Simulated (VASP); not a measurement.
Here is a VASP 6.6.1 calculation.

POSCAR

```
TiO2
1.0
   -1.8815519900      1.8761040700      4.7129488200
    1.8755901800     -1.8735336300      4.7095574500
    1.8795806200      1.8715622600     -4.7119271300
Ti O
2 4
Direct
    0.0209951300      0.0080688600      0.0185489800
    0.7434966600      0.2433277600      0.4901929300
    0.1707585600      0.1710960100      0.9753210600
    0.9400127600      0.4152665400      0.4970719200
    0.5750149500      0.0701518300      0.5073040600
    0.8042734200      0.8106779200      0.9776849900
```

Contents of INCAR.step1:

```
SYSTEM = TiO2
PREC = Accurate ; ENCUT = 520
ISMEAR = 1 ; SIGMA = 0.0725
LREAL = .FALSE. ; LASPH = .TRUE.
NELM = 150 ; ISPIN = 2
MAGMOM = 0 0 0 0 0 0 ; LMAXMIX = 4
LDAU = .TRUE. ; LDAUTYPE = 2
LDAUL = 2 -1 ; LDAUU = 3 0
LDAUJ = 0 0 ; NBANDS = 37
GGA = PE ; ALGO = Normal
EDIFF = 1E-4 ; LWAVE = .TRUE.
LCHARG = .FALSE.
```

Contents of INCAR.step2:

```
SYSTEM = TiO2
PREC = Accurate ; ENCUT = 520
EDIFF = 1E-7 ; ISMEAR = 1
SIGMA = 0.0725 ; LREAL = .FALSE.
LASPH = .TRUE. ; NELM = 150
ALGO = Normal ; ISIF = 2
LWAVE = .FALSE. ; LCHARG = .FALSE.
ISPIN = 2 ; MAGMOM = 0 0 0 0 0 0
LORBIT = 11 ; LMAXMIX = 4
LDAU = .TRUE. ; LDAUTYPE = 2
LDAUL = 2 -1 ; LDAUU = 3 0
LDAUJ = 0 0 ; LDAUPRINT = 1
METAGGA = R2SCAN ; LMIXTAU = .TRUE.
NBANDS = 37 ; ISTART = 1
```

KPOINTS

```
Automatic mesh
0
Gamma
  5 5 7
  0 0.5 0.5
```

Potentials or basis: VASP PAW PBE potentials, release 64 (Ti_sv, O).

Command:

```bash
$ cat potpaw_PBE.64/Ti_sv/POTCAR potpaw_PBE.64/O/POTCAR > POTCAR
$ cp INCAR.step1 INCAR
$ mpirun -np 1 vasp_std > vasp.out
$ cp INCAR.step2 INCAR
$ mpirun -np 1 vasp_std > vasp.out
```

Task: Estimate the net moment.

Result: 0.00 μB per cell.

Task: Estimate the band gap on the k mesh.

Result: 2.91 eV (least direct gap 3.12 eV).

Task: What does it give for the pressure?

Result: 52.0 GPa.

Stress tensor (GPa, compression positive):
```
 14.86  -0.02  -1.54
 -0.02  24.18   3.73
 -1.54   3.73 116.88
```

Caveat: the stress differs along the axes, from 15 to 117 GPa; the PAW data sets were made with another functional, which shifts forces and pressure a little; a shifted mesh leaves out Γ, where band edges can lie. A k mesh can miss the band edges.
